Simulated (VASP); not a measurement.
Write the native input for VASP 6.6.1 that does the following.

- Task: single point
- Functional: LDA
- Potentials or basis: VASP PAW LDA potentials, release 64 (W_sv)
- Cutoff: 520 eV
- k mesh: 22 × 22 × 22
- Occupations: gaussian, width 0.15 eV
- Spin: no spin polarisation
- Dipole correction: no
- Further INCAR settings: ALGO = Fast; EDIFF = 1e-06; NBANDS = 13

The structure of W lies in POSCAR:

```
W
1.0
    0.0000000000      1.9990871106      1.8987329376
    1.9990871106      0.0000000000      1.8987329376
    1.9990871106      1.9990871106      0.0000000000
W
1
Direct
    0.0000000000      0.0000000000      0.0000000000
```

One way to write it, as run:

INCAR

```
PREC = Accurate
ENCUT = 520
EDIFF = 1E-6
ISMEAR = 0
SIGMA = 0.15
LREAL = F
LASPH = T
NELM = 60
ALGO = Fast
ISIF = 2
LWAVE = F
LCHARG = F
NBANDS = 13
```

KPOINTS

```
regular mesh
0
Gamma
  22 22 22
```

Potentials or basis: VASP PAW LDA potentials, release 64 (W_sv).

Command:

```console
$ cat potpaw_LDA.64/W_sv/POTCAR > POTCAR
$ mpirun -np 1 vasp_std > vasp.out
```

It gave:

```yaml
Pressure: 12.8 GPa
Band_gap_on_the_k_mesh: zero (bands 7 and 8 overlap by 5.01 eV)
```

Caveat: the cell stands under pressure; spin-orbit coupling is left out, which moves the levels of the heavy elements.

It took 110 s on 1 thread of Intel(R) Xeon(R) Platinum 8375C CPU @ 2.90GHz (Ice Lake), with other jobs on the host, peak memory 0.26 GiB.
